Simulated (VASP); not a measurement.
Wanted: the native input for a VASP 6.6.1 run.

```yaml
Task: single point
Functional: PBE
Potentials_or_basis: VASP PAW PBE potentials, release 64 (N, B)
Cutoff: 520 eV
k_mesh: 12 × 12 × 4
Occupations: gaussian, width 0.029 eV
Spin: no spin polarisation
Dipole_correction: no
Further_INCAR_settings: ALGO = Normal; EDIFF = 1e-07; NBANDS = 16
```

The structure of BN lies in POSCAR:

```
BN
1.0
    2.4982400000      0.0000000000      0.0000000000
   -1.2491200000      2.1635393048      0.0000000000
    0.0000000000      0.0000000000      6.6357000000
N B
2 2
Direct
    0.6666666667      0.3333333333      0.2500000000
    0.3333333333      0.6666666667      0.7500000000
    0.6666666667      0.3333333333      0.7500000000
    0.3333333333      0.6666666667      0.2500000000
```

The input as run:

INCAR

```
  PREC = Accurate
  ENCUT = 520
  EDIFF = 1E-7
  ISMEAR = 0
  SIGMA = 0.028999999999999998
  LREAL = False
  LASPH = True
  NELM = 100
  ALGO = Normal
  ISIF = 2
  LWAVE = False
  LCHARG = False
  GGA = PE
  NBANDS = 16
```

KPOINTS

```
Automatic mesh
0
Gamma
  12 12 4
```

Potentials or basis: VASP PAW PBE potentials, release 64 (N, B).

Launch:

```sh
$ cat potpaw_PBE.64/N/POTCAR potpaw_PBE.64/B/POTCAR > POTCAR
$ mpirun -np 1 vasp_std > vasp.out
```

It gave:

```
Pressure               : 5.1 GPa
Band gap on the k mesh : 4.29 eV, indirect (least direct gap 4.66 eV)
```

Caveat: this functional lacks dispersion, which binds the layers, so the pressure and a relaxed spacing across them are unreliable.

Run time: 14 s on 1 thread of Intel(R) Xeon(R) 6975P-C (Granite Rapids) (shared host), peak memory 0.16 GiB.
